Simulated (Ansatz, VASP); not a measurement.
# One calculation of GaN, two programs

File INCAR:

```
SYSTEM = GaN
  PREC = Accurate
  ENCUT = 600
  EDIFF = 1E-6
  ISMEAR = -1
  SIGMA = 0.05
  LREAL = .False.
  LASPH = .True.
  NELM = 120
  ALGO = Normal
  ISIF = 2
  LWAVE = .False.
  LCHARG = .True.
  GGA = PS
  LELF = .True.
  LVHAR = .True.
  NBANDS = 16
  GGA_COMPAT = .False.
```

The input KPOINTS:

```
regular mesh
0
Gamma
  17 17 17
  0 0 0
```

The input POSCAR:

```
GaN
1.0
    0.0000000000      1.7285796390      1.7285796390
    1.7285796390      0.0000000000      1.7285796390
    1.7285796390      1.7285796390      0.0000000000
Ga N
1 1
Direct
    0.0000000000      0.0000000000      0.0000000000
    0.5000000000      0.5000000000      0.5000000000
```

Input for Ansatz:

```yaml
crystal:
  lattice:
    - [0.0, 1.728579639, 1.728579639]
    - [1.728579639, 0.0, 1.728579639]
    - [1.728579639, 1.728579639, 0.0]
  atoms:
    - { symbol: Ga, position: [0.0, 0.0, 0.0] }
    - { symbol: "N", position: [0.5, 0.5, 0.5] }
kpoints:
  mp_grid: { grid: [17, 17, 17] }
  band_path:
    path:
      - [0.0, 0.0, 0.0]
      - [0.5, 0.0, 0.5]
      - [0.625, 0.25, 0.625]
      - [0.375, 0.375, 0.75]
      - [0.0, 0.0, 0.0]
      - [0.5, 0.5, 0.5]
      - [0.5, 0.25, 0.75]
      - [0.5, 0.0, 0.5]
    npoints: 8
scf:
  occupations: { method: fermi_dirac, width: 0.05 }
hamiltonian:
  xc: pbesol
  pseudopotentials: { kind: all_electron, lapw: { basis_error: 0.001 } }
output:
  forces: true
  stress: true
  eigenvalues: true
  populations: true
  dos: { projected: true, de: 0.2, e_range: [-14, 8] }
```

Change from the starting cell: volume scaled by 0.55, LAPW.

Alike in both runs: task single point; functional PBEsol; k mesh 17 × 17 × 17; occupations fermi-dirac, width 0.05 eV; no spin polarisation.

```csv
,VASP,Ansatz
version,VASP 6.6.1,Ansatz 0.2.0
potentials or method,"VASP PAW PBE potentials, release 64 (Ga_d, N), cutoff 600 eV","all-electron LAPW, scalar-relativistic"
```

```csv
,VASP,Ansatz,Ansatz less VASP
gap on the k mesh at the Fermi level (eV),5.38,5.46,+0.078
pressure (GPa),518.5,513.4,-5.08
```

VASP's potentials were made for PBE, not for PBEsol. Both programs put the cell under a high pressure, so it lies far from rest at this level. Ansatz ran all-electron here, and VASP with PAW potentials.

Noted on VASP's run: the cell as given lies far from equilibrium.
